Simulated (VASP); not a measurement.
# BeCdS4 (I222) in VASP: single point with PBE

Aim: the single point of BeCdS4 with PBE.

Everything below comes from runs of VASP 6.6.1. Logs are shortened: lines on timing, memory, paths and dates and some standing lists are left out, and cuts for length are marked.

### 1 The cell of the first run

The structure is orthorhombic, space group I222 (No. 23). Conventional cell: a = 4.269 Å, b = 6.743 Å, c = 8.284 Å, α = 90.00°, β = 90.00°, γ = 90.00°. Within 2.9 Å of Be (site symmetry 222) lie 4 S at 2.20 Å. Cd (site symmetry 222) has 4 S at 2.58 Å and 2 Be at 3.37 Å within 3.4 Å. S (site symmetry 1) has 1 S at 2.15 Å and 1 Be at 2.20 Å and 1 Cd at 2.58 Å within 2.9 Å.

### 2 Single point, PBE

Contents of INCAR:

```
SYSTEM = BeCdS4
ALGO = Normal
EDIFF = 1E-7
ENCUT = 520
GGA = PE
ISIF = 2
ISMEAR = 0
LASPH = .TRUE.
LCHARG = .FALSE.
LREAL = .FALSE.
LWAVE = .FALSE.
NBANDS = 28
NELM = 60
PREC = Accurate
SIGMA = 0.2
```

Contents of KPOINTS:

```
k-points
0
G
  4 4 4
  0 0 0
```

Contents of POSCAR:

```
BeCdS4
1.0
   -2.1344120744      3.3717322828      4.1421489593
    2.1344120744     -3.3717322828      4.1421489593
    2.1344120744      3.3717322828     -4.1421489593
Be Cd S
1 1 4
Direct
    0.0000000000      0.0000000000      0.0000000000
    0.5000000000      0.0000000000      0.5000000000
    0.6875485124      0.5567222934      0.4469714782
    0.1097508152      0.2405770342      0.5530285218
    0.8902491848      0.4432777066      0.1308262191
    0.3124514876      0.7594229658      0.8691737809
```

Potentials or basis: VASP PAW PBE potentials, release 64 (Be, Cd, S).

Launch:

```bash
cat potpaw_PBE.64/Be/POTCAR potpaw_PBE.64/Cd/POTCAR potpaw_PBE.64/S/POTCAR > POTCAR
mpirun -np 1 vasp_std > vasp.out
```

OUTCAR:

```text
SYSTEM = BeCdS4
   EDIFF = 1E-7
   ENCUT = 520
   GGA = PE
   ISIF = 2
   ISMEAR = 0
   LASPH = .TRUE.
   LREAL = .FALSE.
   NELM = 60
   PREC = Accurate

 ion  position               nearest neighbor table
   1  0.000  0.000  0.000-   5 2.20   4 2.20   3 2.20   6 2.20
   2  0.500  0.000  0.500-   3 2.58   4 2.58   5 2.58   6 2.58
   3  0.688  0.557  0.447-   5 2.15   1 2.20   2 2.58
   4  0.110  0.241  0.553-   6 2.15   1 2.20   2 2.58
   5  0.890  0.443  0.131-   3 2.15   1 2.20   2 2.58
   6  0.312  0.759  0.869-   4 2.15   1 2.20   2 2.58

  LATTYP: Found a body centered orthorhombic cell.
 ALAT       =     4.2688241488
 B/A-ratio  =     1.5797007163
 C/A-ratio  =     1.9406510153

  Lattice vectors:

 A1 = (  -2.1344120744,   3.3717322828,   4.1421489593)
 A2 = (   2.1344120744,  -3.3717322828,   4.1421489593)
 A3 = (   2.1344120744,   3.3717322828,  -4.1421489593)

Analysis of symmetry for initial positions (statically):
=====================================================================
 Subroutine PRICEL returns:
 Original cell was already a primitive cell.

 Routine SETGRP: Setting up the symmetry group for a
 body centered orthorhombic supercell.

 Subroutine GETGRP returns: Found  4 space group operations
 (whereof  4 operations were pure point group operations)
 out of a pool of  8 trial point group operations.

The static configuration has the point symmetry D_2 .

Analysis of symmetry for dynamics (positions and initial velocities):
=====================================================================
 Subroutine PRICEL returns:
 Original cell was already a primitive cell.

 Routine SETGRP: Setting up the symmetry group for a
 body centered orthorhombic supercell.

 Subroutine GETGRP returns: Found  4 space group operations
 (whereof  4 operations were pure point group operations)
 out of a pool of  8 trial point group operations.

The dynamic configuration has the point symmetry D_2 .

 Subroutine INISYM returns: Found  4 space group operations
 (whereof  4 operations are pure point group operations),
 and found     1 'primitive' translations

----------------------------------------------------------------------------------------

                                     Primitive cell

  volume of cell :     119.2387

  direct lattice vectors                    reciprocal lattice vectors
    -2.134412074  3.371732283  4.142148959     0.000000000  0.148291726  0.120710289
     2.134412074 -3.371732283  4.142148959     0.234256546  0.000000000  0.120710289
     2.134412074  3.371732283 -4.142148959     0.234256546  0.148291726  0.000000000

  length of vectors
     5.751668583  5.751668583  5.751668583     0.191210382  0.263528183  0.277248202

  position of ions in fractional coordinates (direct lattice)
     0.000000000  0.000000000  0.000000000
     0.500000000  0.000000000  0.500000000
     0.687548512  0.556722293  0.446971478
     0.109750815  0.240577034  0.553028522
     0.890249185  0.443277707  0.130826219
     0.312451488  0.759422966  0.869173781

  ion indices of the primitive-cell ions
   primitive index   ion index
                 1           1
                 2           2
                 3           3
                 4           4
                 5           5
                 6           6

----------------------------------------------------------------------------------------

 KPOINTS: k-points

Automatic generation of k-mesh.
 Grid dimensions read from file:
 generate k-points for:    4    4    4

 Generating k-lattice:

  Cartesian coordinates                     Fractional coordinates (reciprocal lattice)
     0.000000000  0.037072932  0.030177572     0.250000000 -0.000000000  0.000000000
     0.058564136  0.000000000  0.030177572    -0.000000000  0.250000000  0.000000000
     0.058564136  0.037072932  0.000000000     0.000000000  0.000000000  0.250000000

  Length of vectors
     0.047802595  0.065882046  0.069312050

  Shift w.r.t. Gamma in fractional coordinates (k-lattice)
     0.000000000  0.000000000  0.000000000

 Subroutine IBZKPT returns following result:
 ===========================================

 Found     18 irreducible k-points:

 Following reciprocal coordinates:
            Coordinates               Weight
  0.000000  0.000000  0.000000      1.000000
  0.250000  0.000000 -0.000000      4.000000
  0.500000  0.000000 -0.000000      2.000000
  0.000000  0.250000 -0.000000      4.000000
  0.250000  0.250000 -0.000000      8.000000
  0.500000  0.250000 -0.000000      8.000000
[... 10 lines left out ...]
 -0.250000 -0.250000  0.250000      2.000000
  0.500000  0.500000  0.500000      1.000000
   k-points           NKPTS =     18   k-points in BZ     NKDIM =     18   number of bands    NBANDS=     28
   number of dos      NEDOS =    301   number of ions     NIONS =      6
   total plane-waves  NPLWV = 110592
   dimension x,y,z NGX =    48 NGY =   48 NGZ =   48
   dimension x,y,z NGXF=    96 NGYF=   96 NGZF=   96
   ions per type =               1   1   4
   NGX,Y,Z   is equivalent  to a cutoff of  13.87, 13.87, 13.87 a.u.
   NGXF,Y,Z  is equivalent  to a cutoff of  27.75, 27.75, 27.75 a.u.
 SYSTEM =  BeCdS4
   PREC   = accura    normal or accurate (medium, high low for compatibility)
   ISTART =      0    job   : 0-new  1-cont  2-samecut
   ICHARG =      2    charge: 1-file 2-atom 10-const
   ISPIN  =      1    spin polarized calculation?
   LNONCOLLINEAR =      F non collinear calculations
   LSORBIT =      F    spin-orbit coupling
   LASPH  =      T    aspherical Exc in radial PAW
   ENCUT  =  520.0 eV  38.22 Ry    6.18 a.u.  10.69 10.69 10.69*2*pi/ulx,y,z
   NELM   =     60;   NELMIN=  2; NELMDL= -5     # of ELM steps
   EDIFF  = 0.1E-06   stopping-criterion for ELM
   LREAL  =      F    real-space projection
   EDIFFG = 0.1E-05   stopping-criterion for IOM
   NSW    =      0    number of steps for IOM
   IBRION =     -1    ionic relax: 0-MD 1-quasi-New 2-CG
   NFREE  =      0    steps in history (QN), initial steepest desc. (CG)
   ISIF   =      2    stress and relaxation
   ISYM   =      2    0-nonsym 1-usesym 2-fastsym
   POTIM  = 0.5000    time-step for ionic-motion
   TEBEG  =    0.0;   TEEND  =   0.0 temperature during run
   PSTRESS=    0.0 pullay stress
   NELECT =      38.0000    total number of electrons
   NUPDOWN=      -1.0000    fix difference up-down
   EMIN   =  10.00;   EMAX   =-10.00  energy-range for DOS
   EFERMI =   0.00;   METHOD = LEGACY
   ISMEAR =     0;   SIGMA  =   0.20  broadening in eV -4-tet -1-fermi 0-gaus
   EFERMI_NEDOS =   21; number of points for ismear=-14 and -15
   IALGO  =     38    algorithm
   IMIX   =      4    mixing-type and parameters
     AMIX     =   0.40;   BMIX     =  1.00
     AMIX_MAG =   1.60;   BMIX_MAG =  1.00
  volume/ion in A,a.u.               =      19.87       134.11
  Fermi-wavevector in a.u.,A,eV,Ry     =   1.118228  2.113144 17.013184  1.250434
  Thomas-Fermi vector in A             =   2.254857
   LORBIT       =      0    0 simple, 1 ext, 2 COOP (PROOUT), +10 PAW based schemes
   GGA     = PE    functional components
   LHFCALC =     F    Hartree Fock is set to
   AEXX    =    0.0000 exact exchange contribution
   IVDW    =     0    specifies the selected vdW correction
   LEPSILON=     F    determine dielectric tensor
   LRPA    =     F    only Hartree local field effects (RPA)
 non-spin polarized calculation
 Gauss-broadening in eV      SIGMA  =   0.20
  energy-cutoff  :      520.00
  volume of cell :      119.24
 maximum number of plane-waves:      3230
 NGX is ok and might be reduce to    48
   NGX = 21   NGY = 21   NGZ = 21

 number of electron      37.9999997 magnetization

 Free energy of the ion-electron system (eV)
  ---------------------------------------------------
  ext. energy  EPLUGINS =         0.00000000
  ---------------------------------------------------
  free energy    TOTEN  =       -22.78666799 eV

  energy without entropy =      -22.78666757  energy(sigma->0) =      -22.78666778

 E-fermi :   4.3080     XC(G=0):  -9.4803

 val. band max:        3.6840206548   @ k =   0.0000   0.5000  -0.0000
 cond. band min:       4.9321573183   @ k =  -0.2500  -0.2500   0.2500
 fundamental gap:      1.2481366635
 Fermi energy:         4.3079894624

 k-point     1 :       0.0000    0.0000    0.0000
  band No.  band energies     occupation
      1     -11.6638      2.00000
      2     -10.4570      2.00000
      3      -7.5616      2.00000
      4      -7.0827      2.00000
      5      -4.5389      2.00000
      6      -4.5043      2.00000
[... 20 lines left out ...]
     27      11.1483      0.00000
     28      11.2697      0.00000

 k-point     2 :       0.2500    0.0000   -0.0000
  band No.  band energies     occupation
      1     -11.5414      2.00000
      2     -10.6121      2.00000
      3      -7.5192      2.00000
      4      -7.1837      2.00000
      5      -4.5312      2.00000
      6      -4.4855      2.00000
[... 20 lines left out ...]
     27      10.6852      0.00000
     28      11.1618      0.00000

 k-point     3 :       0.5000    0.0000   -0.0000
  band No.  band energies     occupation
      1     -11.3554      2.00000
      2     -10.8308      2.00000
      3      -7.4016      2.00000
      4      -7.3571      2.00000
      5      -4.5287      2.00000
      6      -4.4420      2.00000
[... 20 lines left out ...]
     27       9.9170      0.00000
     28      10.4102      0.00000

 k-point     4 :       0.0000    0.2500   -0.0000
  band No.  band energies     occupation
      1     -11.4061      2.00000
      2     -10.4336      2.00000
      3      -7.7211      2.00000
      4      -7.3985      2.00000
      5      -4.5787      2.00000
      6      -4.4795      2.00000
[... 20 lines left out ...]
     27      10.5636      0.00000
     28      10.7761      0.00000

 k-point     5 :       0.2500    0.2500   -0.0000
  band No.  band energies     occupation
      1     -11.2685      2.00000
      2     -10.5807      2.00000
      3      -7.6389      2.00000
      4      -7.5641      2.00000
      5      -4.5734      2.00000
      6      -4.5072      2.00000
[... 20 lines left out ...]
     27      10.3584      0.00000
     28      10.9379      0.00000

 k-point     6 :       0.5000    0.2500   -0.0000
  band No.  band energies     occupation
      1     -11.2339      2.00000
      2     -10.6221      2.00000
      3      -7.7591      2.00000
      4      -7.4486      2.00000
      5      -4.5713      2.00000
      6      -4.5220      2.00000
[... 277 lines left out ...]
      5      -4.5289      2.00000
      6      -4.4452      2.00000
[... 20 lines left out ...]
     27      10.2799      0.00000
     28      10.3601      0.00000

 k-point    16 :       0.5000   -0.2500    0.2500
  band No.  band energies     occupation
      1     -11.3266      2.00000
      2     -10.8104      2.00000
      3      -7.7652      2.00000
      4      -7.0424      2.00000
      5      -4.5427      2.00000
      6      -4.4790      2.00000
[... 20 lines left out ...]
     27       9.8339      0.00000
     28      10.6907      0.00000

 k-point    17 :      -0.2500   -0.2500    0.2500
  band No.  band energies     occupation
      1     -11.4944      2.00000
      2     -10.6382      2.00000
      3      -7.5084      2.00000
      4      -7.2274      2.00000
      5      -4.5581      2.00000
      6      -4.5254      2.00000
[... 20 lines left out ...]
     27      10.5653      0.00000
     28      10.8680      0.00000

 k-point    18 :       0.5000    0.5000    0.5000
  band No.  band energies     occupation
      1     -11.2954      2.00000
      2     -10.7919      2.00000
      3      -7.9382      2.00000
      4      -6.9163      2.00000
      5      -4.5563      2.00000
      6      -4.5474      2.00000
[... 20 lines left out ...]
     27       9.9026      0.00000
     28       9.9604      0.00000

------------------------ aborting loop because EDIFF is reached ----------------------------------------

  FORCE on cell =-STRESS in cart. coord.  units (eV):
  Direction    XX          YY          ZZ          XY          YZ          ZX
  --------------------------------------------------------------------------------------
  -------------------------------------------------------------------------------------
  Total       -0.4225741      0.5802070      0.0132321      0.0000000      0.0000000      0.0000000
  in kB       -5.6780128      7.7960831      0.1777964      0.0000000      0.0000000      0.0000000
  external PRESSURE =       0.7652889 kB  Pullay stress =       0.0000000 kB

 VOLUME and BASIS-vectors are now :
 -----------------------------------------------------------------------------
  energy-cutoff  :      520.00
  volume of cell :      119.24
      direct lattice vectors                 reciprocal lattice vectors
    -2.134412074  3.371732283  4.142148959     0.000000000  0.148291726  0.120710289
     2.134412074 -3.371732283  4.142148959     0.234256546  0.000000000  0.120710289
     2.134412074  3.371732283 -4.142148959     0.234256546  0.148291726  0.000000000

 POSITION                                       TOTAL-FORCE (eV/Angst)
 -----------------------------------------------------------------------------------
      0.00000      0.00000      0.00000        -0.000000     -0.000000     -0.000000
      0.00000      3.37173      0.00000         0.000000     -0.000000     -0.000000
      0.67478      1.94818      3.30253        -0.015882      0.042506      0.083918
      1.45963      1.42355     -0.83962         0.015882     -0.042506      0.083918
     -0.67478      1.94818      4.98177         0.015882      0.042506     -0.083918
      2.80920      1.42355      0.83962        -0.015882     -0.042506     -0.083918
 -----------------------------------------------------------------------------------
    total drift:                               -0.000001     -0.000001     -0.000001

  FREE ENERGIE OF THE ION-ELECTRON SYSTEM (eV)
  ---------------------------------------------------
  free  energy   TOTEN  =       -22.7866679906 eV

  energy  without entropy=      -22.7866675723  energy(sigma->0) =      -22.78666778
```

Run time: 48 s. Hardware: 1 thread of Intel Xeon 6975P-C (Granite Rapids), shared host; peak memory 0.34 GiB.

What came out:

```
Free energy            : -22.7867 eV
Pressure               : 0.1 GPa
Largest force          : 0.095 eV/Å
Band gap on the k mesh : 1.25 eV, indirect (least direct gap 2.13 eV)
```

Forces in eV/Å, atoms in the order of the input:
```
Be   0.000  0.000  0.000
Cd   0.000  0.000  0.000
S   -0.016  0.043  0.084
S    0.016 -0.043  0.084
S    0.016  0.043 -0.084
S   -0.016 -0.043 -0.084
```

Caveat: the k points lie up to 0.44 Å⁻¹ apart. A k mesh can miss the band edges.
